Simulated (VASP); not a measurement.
# Au (Fd-3m) in VASP: notebook

Au is run at these levels: PBEsol; tasks: relaxation of cell and atoms.

Program: VASP 6.6.1. These are calculated values, not measurements. Logs are shortened: lines on timing, memory, paths and dates and some standing lists are left out, and cuts for length are marked.

## Step 1: The cell of the first run

Symmetry: Fd-3m, No. 227, cubic system. The conventional cell has a = 5.600 Å, b = 5.600 Å, c = 5.600 Å, α = 90.00°, β = 90.00°, γ = 90.00°. Au (site symmetry -43m) has 4 Au at 2.42 Å within 3.2 Å.

## Step 2: Relaxation of cell and atoms, PBEsol

Contents of INCAR:

```
PREC = Accurate ; ENCUT = 600
EDIFF = 1E-6 ; ISMEAR = 0
SIGMA = 0.05 ; LREAL = F
LASPH = T ; NELM = 80
ALGO = Normal ; ISIF = 3
LWAVE = F ; LCHARG = F
GGA = PS ; IBRION = 2
NSW = 80 ; EDIFFG = -0.03
```

Contents of KPOINTS:

```
Automatic mesh
0
Gamma
  8 8 8
```

Contents of POSCAR:

```
Au
1.0
    0.0000000000      2.8000000000      2.8000000000
    2.8000000000      0.0000000000      2.8000000000
    2.8000000000      2.8000000000      0.0000000000
Au
2
Direct
    0.0000000000      0.0000000000      0.0000000000
    0.2500000000      0.2500000000      0.2500000000
```

Potentials or basis: VASP PAW PBE potentials, release 64 (Au).

Started as:

```sh
> cat potpaw_PBE.64/Au/POTCAR > POTCAR
> mpirun -np 1 vasp_std > vasp.out
```

OUTCAR:

```text
PREC = Accurate
   ENCUT = 600
   EDIFF = 1E-6
   ISMEAR = 0
   LREAL = F
   LASPH = T
   NELM = 80
   ISIF = 3
   GGA = PS
   IBRION = 2
   NSW = 80
   EDIFFG = -0.03

 ion  position               nearest neighbor table
   1  0.000  0.000  0.000-   2 2.42   2 2.42   2 2.42   2 2.42
   2  0.250  0.250  0.250-   1 2.42   1 2.42   1 2.42   1 2.42

  LATTYP: Found a face centered cubic cell.
 ALAT       =     5.6000000000

  Lattice vectors:

 A1 = (   0.0000000000,   2.8000000000,   2.8000000000)
 A2 = (   2.8000000000,   0.0000000000,   2.8000000000)
 A3 = (   2.8000000000,   2.8000000000,   0.0000000000)

Analysis of symmetry for initial positions (statically):
=====================================================================
 Subroutine PRICEL returns:
 Original cell was already a primitive cell.

 Routine SETGRP: Setting up the symmetry group for a
 face centered cubic supercell.

 Subroutine GETGRP returns: Found 48 space group operations
 (whereof 24 operations were pure point group operations)
 out of a pool of 48 trial point group operations.

The static configuration has the point symmetry T_d .
 The point group associated with its full space group is O_h .

Analysis of symmetry for dynamics (positions and initial velocities):
=====================================================================
 Subroutine PRICEL returns:
 Original cell was already a primitive cell.

 Routine SETGRP: Setting up the symmetry group for a
 face centered cubic supercell.

 Subroutine GETGRP returns: Found 48 space group operations
 (whereof 24 operations were pure point group operations)
 out of a pool of 48 trial point group operations.

The dynamic configuration has the point symmetry T_d .
 The point group associated with its full space group is O_h .

 Subroutine INISYM returns: Found 48 space group operations
 (whereof 24 operations are pure point group operations),
 and found     1 'primitive' translations

----------------------------------------------------------------------------------------

                                     Primitive cell

  volume of cell :      43.9040

  direct lattice vectors                    reciprocal lattice vectors
     0.000000000  2.800000000  2.800000000    -0.178571429  0.178571429  0.178571429
     2.800000000  0.000000000  2.800000000     0.178571429 -0.178571429  0.178571429
     2.800000000  2.800000000  0.000000000     0.178571429  0.178571429 -0.178571429

  length of vectors
     3.959797975  3.959797975  3.959797975     0.309294787  0.309294787  0.309294787

  position of ions in fractional coordinates (direct lattice)
     0.000000000  0.000000000  0.000000000
     0.250000000  0.250000000  0.250000000

  ion indices of the primitive-cell ions
   primitive index   ion index
                 1           1
                 2           2

----------------------------------------------------------------------------------------

 KPOINTS: Automatic mesh

Automatic generation of k-mesh.
 Grid dimensions read from file:
 generate k-points for:    8    8    8

 Generating k-lattice:

  Cartesian coordinates                     Fractional coordinates (reciprocal lattice)
    -0.022321429  0.022321429  0.022321429     0.125000000  0.000000000  0.000000000
     0.022321429 -0.022321429  0.022321429     0.000000000  0.125000000  0.000000000
     0.022321429  0.022321429 -0.022321429     0.000000000  0.000000000  0.125000000

  Length of vectors
     0.038661848  0.038661848  0.038661848

  Shift w.r.t. Gamma in fractional coordinates (k-lattice)
     0.000000000  0.000000000  0.000000000

 Subroutine IBZKPT returns following result:
 ===========================================

 Found     29 irreducible k-points:

 Following reciprocal coordinates:
            Coordinates               Weight
  0.000000  0.000000  0.000000      1.000000
  0.125000  0.000000  0.000000      8.000000
  0.250000  0.000000  0.000000      8.000000
  0.375000  0.000000  0.000000      8.000000
  0.500000  0.000000  0.000000      4.000000
[... 38 lines left out ...]
   LORBIT       =      0    0 simple, 1 ext, 2 COOP (PROOUT), +10 PAW based schemes
   GGA     = PS    functional components
   LHFCALC =     F    Hartree Fock is set to
   AEXX    =    0.0000 exact exchange contribution
   IVDW    =     0    specifies the selected vdW correction
   LEPSILON=     F    determine dielectric tensor
   LRPA    =     F    only Hartree local field effects (RPA)
 conjugate gradient relaxation of ions
 non-spin polarized calculation
 Gauss-broadening in eV      SIGMA  =   0.05
  energy-cutoff  :      600.00
  volume of cell :       43.90
 maximum number of plane-waves:      1477
   NGX = 15   NGY = 15   NGZ = 15

--------------------------------------- Ionic step        1  -------------------------------------------

 number of electron      21.9999998 magnetization

 Free energy of the ion-electron system (eV)
  ---------------------------------------------------
  ext. energy  EPLUGINS =         0.00000000
  ---------------------------------------------------
  free energy    TOTEN  =        -5.24432659 eV

  energy without entropy =       -5.24361169  energy(sigma->0) =       -5.24396914

 E-fermi :   5.7843     XC(G=0): -11.0530

 val. band max:        5.5824205259   @ k =   0.5000   0.0000   0.0000
 cond. band min:       5.7932169512   @ k =  -0.3750   0.3750   0.0000
 fundamental gap:      0.2107964253
 Fermi energy:         5.7842773420

 k-point     1 :       0.0000    0.0000    0.0000
  band No.  band energies     occupation
      1      -2.2277      2.00000
      2       0.0756      2.00000
      3       0.0756      2.00000
      4       0.2037      2.00000
      5       0.2037      2.00000
      6       0.2037      2.00000
      7       2.8079      2.00000
      8       2.8079      2.00000
      9       2.8079      2.00000
     10       4.5453      2.00000
     11       4.5453      2.00000
     12      16.2397      0.00000
     13      16.2788      0.00000
     14      17.3676      0.00000
     15      17.3676      0.00000
[... 544 lines left out ...]
 POSITION                                       TOTAL-FORCE (eV/Angst)
 -----------------------------------------------------------------------------------
      0.00000      0.00000      0.00000         0.000000      0.000000      0.000000
      1.50647      1.50647      1.50647        -0.000000     -0.000000     -0.000000
 -----------------------------------------------------------------------------------
    total drift:                               -0.000000      0.000000      0.000000

  FREE ENERGIE OF THE ION-ELECTRON SYSTEM (eV)
  ---------------------------------------------------
  free  energy   TOTEN  =        -5.9697526062 eV

  energy  without entropy=       -5.9690166442  energy(sigma->0) =       -5.96938463

--------------------------------------- Ionic step        5  -------------------------------------------

 number of electron      22.0000003 magnetization

 Free energy of the ion-electron system (eV)
  ---------------------------------------------------
  ext. energy  EPLUGINS =         0.00000000
  ---------------------------------------------------
  free energy    TOTEN  =        -5.97005000 eV

  energy without entropy =       -5.96930139  energy(sigma->0) =       -5.96967569

 E-fermi :   3.2461     XC(G=0):  -9.8957

 val. band max:        3.0587351440   @ k =  -0.3750   0.2500   0.1250
 cond. band min:       3.2559409526   @ k =  -0.3750   0.3750   0.0000
 fundamental gap:      0.1972058086
 Fermi energy:         3.2460847596

 k-point     1 :       0.0000    0.0000    0.0000
  band No.  band energies     occupation
      1      -3.1279      2.00000
      2      -1.0918      2.00000
      3      -1.0918      2.00000
      4      -1.0887      2.00000
      5      -1.0887      2.00000
      6      -1.0887      2.00000
      7       0.8811      2.00000
      8       0.8811      2.00000
      9       0.8811      2.00000
     10       2.0131      2.00000
     11       2.0131      2.00000
     12      12.2457      0.00000
     13      13.1774      0.00000
     14      13.1774      0.00000
     15      13.1774      0.00000
[... 436 lines left out ...]
 POSITION                                       TOTAL-FORCE (eV/Angst)
 -----------------------------------------------------------------------------------
      0.00000      0.00000      0.00000         0.000000      0.000000      0.000000
      1.50401      1.50401      1.50401        -0.000000     -0.000000     -0.000000
 -----------------------------------------------------------------------------------
    total drift:                               -0.000000      0.000000      0.000000

  FREE ENERGIE OF THE ION-ELECTRON SYSTEM (eV)
  ---------------------------------------------------
  free  energy   TOTEN  =        -5.9700499966 eV

  energy  without entropy=       -5.9693013908  energy(sigma->0) =       -5.96967569

 reached required accuracy - stopping structural energy minimisation
```

Run time: 69 s. Hardware: 1 thread of Intel Xeon 6975P-C, shared host; peak memory 0.2 GiB.

What came out:

* Free energy: -5.9700 eV
* Relaxed volume: 27.22 Å³/atom
* Relaxed cell: a = 4.254 Å, b = 4.254 Å, c = 4.254 Å, α = 60.00°, β = 60.00°, γ = 60.00°
* Space group after relaxing (to 0.05 Å): Fd-3m (No. 227)
* Energy gained by relaxing: 362.9 meV/atom
* Ionic steps: 5
* Pressure after relaxing: 0.0 GPa
* Band gap on the k mesh: zero (band 11 reaches 3.55 eV, above the bottom of band 12 at 2.92 eV)

Step by step:
```
step  energy change (eV)  largest force (eV/Å)  pressure (GPa)  volume (Å³)
   1              0.0000                0.0000           27.92        43.90
   2             -0.0380                0.0000           -8.42        72.97
   3             -0.7233                0.0000           -0.99        55.22
   4             -0.7254                0.0000           -0.34        54.70
   5             -0.7257                0.0000            0.00        54.43
```

Final structure:
```
Au
1.0
     0.00000    3.00802    3.00802
     3.00802    0.00000    3.00802
     3.00802    3.00802    0.00000
Au
2
Direct
  0.00000 0.00000 0.00000
  0.25000 0.25000 0.25000
```

Caveat: the volume moved by over 15 % at a fixed basis, so the end points are rough; the PAW data sets were made with another functional, which shifts forces and pressure a little; spin-orbit coupling is left out, which moves the levels of the heavy elements.

## Step 3: Relaxation of cell and atoms, PBEsol, target pressure 5 GPa, at which the enthalpy is minimised

Contents of INCAR:

```
SYSTEM = Au
PREC = Accurate
ENCUT = 600
EDIFF = 1E-6
ISMEAR = 0
SIGMA = 0.05
LREAL = .FALSE.
LASPH = .TRUE.
NELM = 100
ALGO = Normal
ISIF = 3
LWAVE = .FALSE.
LCHARG = .FALSE.
GGA = PS
IBRION = 2
NSW = 80
EDIFFG = -0.03
PSTRESS = 50.0
```

Contents of KPOINTS:

```
Automatic mesh
0
G
  8 8 8
  0 0 0
```

POSCAR is that of step 2.

Potentials or basis: VASP PAW PBE potentials, release 64 (Au).

Started as:

```sh
> cat potpaw_PBE.64/Au/POTCAR > POTCAR
> mpirun -np 1 vasp_std > vasp.out
```

Run time: 58 s. Hardware: 1 thread of Intel Xeon 6975P-C, shared host; peak memory 0.2 GiB.

The run converged. Its results:

```yaml
Free_energy: -5.9239 eV
Relaxed_volume: 25.64 Å³/atom
Relaxed_cell: a = 4.170 Å, b = 4.170 Å, c = 4.170 Å, α = 60.00°, β = 60.00°, γ = 60.00°
Space_group_after_relaxing_to_0.05_Å: Fd-3m (No. 227)
Energy_change_on_relaxing_the_enthalpy_is_what_falls: -339.8 meV/atom
Ionic_steps: 5
Pressure_after_relaxing: 5.0 GPa
Band_gap_on_the_k_mesh: zero (band 11 reaches 4.23 eV, above the bottom of band 12 at 3.58 eV)
```

Step by step:
```csv
step,energy change (eV),largest force (eV/Å),pressure (GPa),volume (Å³)
1,0.0000,0.0000,27.92,43.90
2,-0.3371,0.0000,-7.62,67.03
3,-0.6970,0.0000,3.85,51.90
4,-0.6844,0.0000,4.72,51.43
5,-0.6795,0.0000,5.02,51.27
```

Final structure:
```yaml
crystal:
  lattice:
    - [0.00000, 2.94860, 2.94860]
    - [2.94860, 0.00000, 2.94860]
    - [2.94860, 2.94860, 0.00000]
  atoms:
    - { symbol: Au, position: [0.00000, 0.00000, 0.00000] }
    - { symbol: Au, position: [0.25000, 0.25000, 0.25000] }
```

Levels at points of the mesh, in eV from the Fermi level:
```tsv
k point	band 7	band 8	band 9	band 10	band 11	band 12	band 13	band 14	band 15
(0.00, 0.00, 0.00)	-2.52	-2.52	-2.52	-1.24	-1.24	9.45	10.07	10.36	10.36
(0.50, 0.00, 0.00)	-2.20	-2.20	-1.44	-1.44	-1.29	-0.29	7.15	7.15	9.73
(0.50, 0.50, 0.00)	-3.06	-3.06	-1.24	-1.24	0.34	0.34	3.66	3.66	8.41
```

Caveat: the cell is relaxed towards a set pressure, so the enthalpy falls and the energy may rise; the volume moved by over 15 % at a fixed basis, so the end points are rough; the PAW data sets were made with another functional, which shifts forces and pressure a little; spin-orbit coupling is left out, which moves the levels of the heavy elements.

## Step 4: Relaxation of cell and atoms, PBEsol, target pressure 10 GPa, at which the enthalpy is minimised

Contents of INCAR:

```
SYSTEM = Au
PREC = Accurate
ENCUT = 600
EDIFF = 1E-7
ISMEAR = 0
SIGMA = 0.05
LREAL = .False.
LASPH = .True.
NELM = 80
ALGO = Normal
ISIF = 3
LWAVE = .False.
LCHARG = .False.
GGA = PS
IBRION = 2
NSW = 80
EDIFFG = -0.03
PSTRESS = 100.0
```

Contents of KPOINTS:

```
Automatic mesh
0
Gamma
  8 8 8
  0 0 0
```

POSCAR is that of step 3.

Started as:

```sh
> cat potpaw_PBE.64/Au/POTCAR > POTCAR
> mpirun -np 1 vasp_std > vasp.out
```

Run time: 53 s. Hardware: 1 thread of Intel Xeon 6975P-C, shared host; peak memory 0.2 GiB.

The run converged. Its results:

| Property | Result |
| --- | --- |
| Free energy | -5.8241 eV |
| Relaxed volume | 24.54 Å³/atom |
| Relaxed cell | a = 4.110 Å, b = 4.110 Å, c = 4.110 Å, α = 60.00°, β = 60.00°, γ = 60.00° |
| Space group after relaxing (to 0.05 Å) | Fd-3m (No. 227) |
| Energy change on relaxing (the enthalpy is what falls) | -289.9 meV/atom |
| Ionic steps | 4 |
| Pressure after relaxing | 9.8 GPa |
| Band gap on the k mesh | zero (band 11 reaches 4.75 eV, above the bottom of band 12 at 4.10 eV) |

The path:
```
step  energy change (eV)  largest force (eV/Å)  pressure (GPa)  volume (Å³)
   1              0.0000                0.0000           27.92        43.90
   2             -0.5786                0.0000           -5.82        61.42
   3             -0.5999                0.0000            8.98        49.43
   4             -0.5798                0.0000            9.83        49.09
```

Final structure:
```xyz
2
Lattice="0.0000 2.9061 2.9061 2.9061 0.0000 2.9061 2.9061 2.9061 0.0000" Properties=species:S:1:pos:R:3 pbc="T T T"
Au    0.0000    0.0000    0.0000
Au    1.4530    1.4530    1.4530
```

Levels at points of the mesh, in eV from the Fermi level:
| k point | band 7 | band 8 | band 9 | band 10 | band 11 | band 12 | band 13 | band 14 | band 15 |
| --- | --- | --- | --- | --- | --- | --- | --- | --- | --- |
| (0.00, 0.00, 0.00) | -2.64 | -2.64 | -2.64 | -1.25 | -1.25 | 9.75 | 10.18 | 10.69 | 10.69 |
| (0.50, 0.00, 0.00) | -2.28 | -2.28 | -1.48 | -1.47 | -1.47 | -0.27 | 7.32 | 7.32 | 10.15 |
| (0.50, 0.50, 0.00) | -3.21 | -3.21 | -1.25 | -1.25 | 0.36 | 0.36 | 3.63 | 3.63 | 8.59 |

Caveat: the cell is relaxed towards a set pressure, so the enthalpy falls and the energy may rise; the PAW data sets were made with another functional, which shifts forces and pressure a little; spin-orbit coupling is left out, which moves the levels of the heavy elements.

## Step 5: Relaxation of cell and atoms, PBEsol, target pressure 20 GPa, at which the enthalpy is minimised

Contents of INCAR:

```
  PREC = Accurate
  ENCUT = 600
  EDIFF = 1E-7
  ISMEAR = 0
  SIGMA = 0.05
  LREAL = False
  LASPH = True
  NELM = 80
  ALGO = Normal
  ISIF = 3
  LWAVE = False
  LCHARG = False
  GGA = PS
  IBRION = 2
  NSW = 80
  EDIFFG = -0.03
  PSTRESS = 200.0
```

Contents of KPOINTS:

```
Automatic mesh
0
Gamma
  8 8 8
```

POSCAR is that of step 4.

Started as:

```sh
> cat potpaw_PBE.64/Au/POTCAR > POTCAR
> mpirun -np 1 vasp_std > vasp.out
```

It took 46 s on 1 thread of Intel Xeon 6975P-C, shared host; peak memory 0.19 GiB.

The run converged. Its results:

| Property | Result |
| --- | --- |
| Free energy | -5.5247 eV |
| Relaxed volume | 22.90 Å³/atom |
| Relaxed cell | a = 4.016 Å, b = 4.016 Å, c = 4.016 Å, α = 60.00°, β = 60.00°, γ = 60.00° |
| Space group after relaxing (to 0.05 Å) | Fd-3m (No. 227) |
| Energy change on relaxing (the enthalpy is what falls) | -140.2 meV/atom |
| Ionic steps | 4 |
| Pressure after relaxing | 20.0 GPa |
| Band gap on the k mesh | zero (band 11 reaches 5.64 eV, above the bottom of band 12 at 4.97 eV) |

Step by step:
```tsv
step	energy change (eV)	largest force (eV/Å)	pressure (GPa)	volume (Å³)
1	0.0000	0.0000	27.92	43.90
2	-0.6761	0.0000	5.23	51.16
3	-0.2902	0.0000	19.69	45.87
4	-0.2804	0.0000	19.98	45.79
```

Final structure:
```cif
data_structure
_symmetry_space_group_name_H-M 'P 1'
_symmetry_Int_Tables_number 1
_cell_length_a 4.0158
_cell_length_b 4.0158
_cell_length_c 4.0158
_cell_angle_alpha 60.000
_cell_angle_beta 60.000
_cell_angle_gamma 60.000
_cell_volume 45.79
loop_
_atom_site_label
_atom_site_type_symbol
_atom_site_fract_x
_atom_site_fract_y
_atom_site_fract_z
_atom_site_occupancy
Au1 Au 0.00000 0.00000 0.00000 1
Au2 Au 0.25000 0.25000 0.25000 1
```

Levels at points of the mesh, in eV from the Fermi level:
| k point | band 7 | band 8 | band 9 | band 10 | band 11 | band 12 | band 13 | band 14 | band 15 |
| --- | --- | --- | --- | --- | --- | --- | --- | --- | --- |
| (0.00, 0.00, 0.00) | -2.85 | -2.85 | -2.85 | -1.25 | -1.25 | 10.20 | 10.37 | 11.24 | 11.24 |
| (0.50, 0.00, 0.00) | -2.43 | -2.43 | -1.80 | -1.52 | -1.52 | -0.23 | 7.60 | 7.60 | 9.78 |
| (0.50, 0.50, 0.00) | -3.48 | -3.48 | -1.28 | -1.28 | 0.40 | 0.40 | 3.57 | 3.57 | 8.89 |

Caveat: the cell is relaxed towards a set pressure, so the enthalpy falls and the energy may rise; the PAW data sets were made with another functional, which shifts forces and pressure a little; spin-orbit coupling is left out, which moves the levels of the heavy elements.

## Step 6: The runs side by side

| cell | gap on the mesh (eV) | pressure (GPa) |
| --- | --- | --- |
| relaxed | none | 0.0 |
| relaxed to 5 GPa | none | 5.0 |
| relaxed to 10 GPa | none | 9.8 |
| relaxed to 20 GPa | none | 20.0 |

Alike in all rows: task relaxation of cell and atoms; level PBEsol; potentials or basis VASP PAW PBE potentials, release 64 (Au); no spin polarisation; k mesh 8 × 8 × 8; cutoff (eV) 600; smearing gaussian 0.05 eV.

Caveats: the PAW data sets were made with another functional, which shifts forces and pressure a little; spin-orbit coupling is left out, which moves the levels of the heavy elements; the cell is relaxed towards a set pressure, so the enthalpy falls and the energy may rise (some runs); the volume moved by over 15 % at a fixed basis, so the end points are rough (some runs).

Total energies depend on the potentials used, so only differences within one code and one set of settings carry meaning.
